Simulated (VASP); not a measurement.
Crystal: Na2ClF.

```
CELL_PARAMETERS angstrom
1.72993 0.99878 5.92066
-1.72993 0.99878 5.92066
0.00000 -1.99755 5.92066
ATOMIC_POSITIONS crystal
F 0.00000 0.00000 0.00000
Cl 0.50000 0.50000 0.50000
Na 0.26406 0.26406 0.26406
Na 0.73594 0.73594 0.73594
```

This cell differs from its parent crystal: biaxial xy strain -4.5%.

Base run:

```yaml
Program: VASP 6.6.1
Functional: r2SCAN
Potentials_or_basis: VASP PAW PBE potentials, release 64 (F, Cl, Na_pv)
Cutoff: 520 eV
k_mesh: 8 × 8 × 8
Occupations: gaussian, width 0.01 eV
Spin: no spin polarisation
```

Its results: band gap on the k mesh 4.98 eV, direct; pressure 3.7 GPa; largest force 0.023 eV/Å.

Problem. The run is repeated on the same cell with these changes: functional from r2SCAN to PBE; occupations from gaussian, width 0.01 eV to fermi-dirac, width 0.02 eV. What comes out?

Solution. Band gap on the k mesh 4.28 eV, direct; pressure 6.3 GPa; largest force 0.043 eV/Å.

Caveats: the PAW data sets were made with another functional, which shifts forces and pressure a little (some runs).

A k mesh can miss the band edges.
